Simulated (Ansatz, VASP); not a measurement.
**ZnSe: VASP beside Ansatz**

Contents of INCAR:

```
PREC = Accurate
ENCUT = 520
EDIFF = 1E-6
ISMEAR = 0
SIGMA = 0.1
LREAL = F
LASPH = T
NELM = 80
ALGO = Normal
ISIF = 2
LWAVE = F
LCHARG = T
GGA = CA
LELF = T
LVHAR = T
NBANDS = 16
```

Contents of KPOINTS:

```
Automatic mesh
0
Gamma
  8 8 8
```

File POSCAR:

```
ZnSe
1.0
    0.0000000000      2.8338000000      2.8338000000
    2.8338000000      0.0000000000      2.8338000000
    2.8338000000      2.8338000000      0.0000000000
Se Zn
1 1
Direct
    0.7500000000      0.7500000000      0.7500000000
    0.0000000000      0.0000000000      0.0000000000
```

Contents of input.yaml:

```yaml
crystal:
  lattice:
    - [0.0, 2.8338, 2.8338]
    - [2.8338, 0.0, 2.8338]
    - [2.8338, 2.8338, 0.0]
  atoms:
    - { symbol: Se, position: [0.75, 0.75, 0.75] }
    - { symbol: Zn, position: [0.0, 0.0, 0.0] }
kpoints:
  mp_grid: { grid: [8, 8, 8] }
scf:
  occupations: { method: gaussian, width: 0.1 }
hamiltonian:
  xc: lda
  pseudopotentials: { kind: all_electron, lapw: { basis_error: 0.001 } }
output:
  forces: true
  stress: true
  eigenvalues: true
```

Alike in both runs: task single point; functional LDA; k mesh 8 × 8 × 8; occupations gaussian, width 0.1 eV; no spin polarisation.

|  | VASP | Ansatz |
| --- | --- | --- |
| version | VASP 6.6.1 | Ansatz 0.2.0 |
| potentials or method | VASP PAW LDA potentials, release 64 (Se, Zn), cutoff 520 eV | all-electron LAPW, scalar-relativistic |

Ansatz gave:

- gap on the k mesh at the Fermi level (eV): 1.03
- least direct gap on the mesh (eV): 1.03
- pressure (GPa): -3.4

Q: Which values does VASP return?

A: gap on the k mesh at the Fermi level (eV): 1.07; least direct gap on the mesh (eV): 1.07; pressure (GPa): -3.1.

LDA's correlation is that of Perdew and Zunger in VASP and of Perdew and Wang (1992) in Ansatz. Ansatz ran all-electron here, and VASP with PAW potentials.
